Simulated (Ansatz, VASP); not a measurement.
## Ir in VASP and in Ansatz

Contents of INCAR:

```
SYSTEM = Ir
PREC = Accurate
ENCUT = 520
EDIFF = 1E-6
ISMEAR = 0
SIGMA = 0.15
LREAL = .False.
LASPH = .True.
NELM = 80
ALGO = Normal
ISIF = 2
LWAVE = .False.
LCHARG = .False.
GGA = PE
NBANDS = 10
```

KPOINTS

```
regular mesh
0
Gamma
  22 22 22
  0 0 0
```

Contents of POSCAR:

```
Ir
1.0
    0.0000000000      2.1418189732      1.6556260663
    2.1418189732      0.0000000000      1.6556260663
    2.1418189732      2.1418189732      0.0000000000
Ir
1
Direct
    0.0000000000      0.0000000000      0.0000000000
```

Input for Ansatz:

```yaml
crystal:
  lattice:
    - [0.0, 2.1418189732, 1.6556260663]
    - [2.1418189732, 0.0, 1.6556260663]
    - [2.1418189732, 2.1418189732, 0.0]
  atoms:
    - { symbol: Ir, position: [0.0, 0.0, 0.0] }
basis:
  ecutwfc: 420
kpoints:
  mp_grid: { grid: [22, 22, 22] }
hamiltonian:
  xc: pbe
  pseudopotentials: { kind: paw, azcp: { folder: soft_1 } }
scf:
  occupations: { method: gaussian, width: 0.15 }
output:
  forces: true
  stress: true
  eigenvalues: true
```

Alike in both runs: task single point; functional PBE; k mesh 22 × 22 × 22; occupations gaussian, width 0.15 eV; no spin polarisation.

|  | VASP | Ansatz |
| --- | --- | --- |
| version | VASP 6.6.1 | Ansatz 0.2.0 |
| potentials or method | VASP PAW PBE potentials, release 64 (Ir), cutoff 520 eV | scalar-relativistic, plane waves, PAW |
| valence electrons in the cell | 9 | 17 |

|  | VASP | Ansatz | Ansatz less VASP |
| --- | --- | --- | --- |
| gap on the k mesh at the Fermi level (eV) | none | none | - |
| pressure (GPa) | -4.9 | -5.4 | -0.47 |
| traceless stress, the component that is largest in VASP (GPa) | 25.25 | 25.54 | +0.296 |

A gap of «none» marks a metal or a gap that the smearing closes. The functional is the same, so the differences come from potentials, cutoffs and numerics. VASP's potentials hold 9 valence electrons a cell and Ansatz's 17, so a difference there can come from the potentials and not from the codes.

Neither program's run includes spin-orbit coupling.
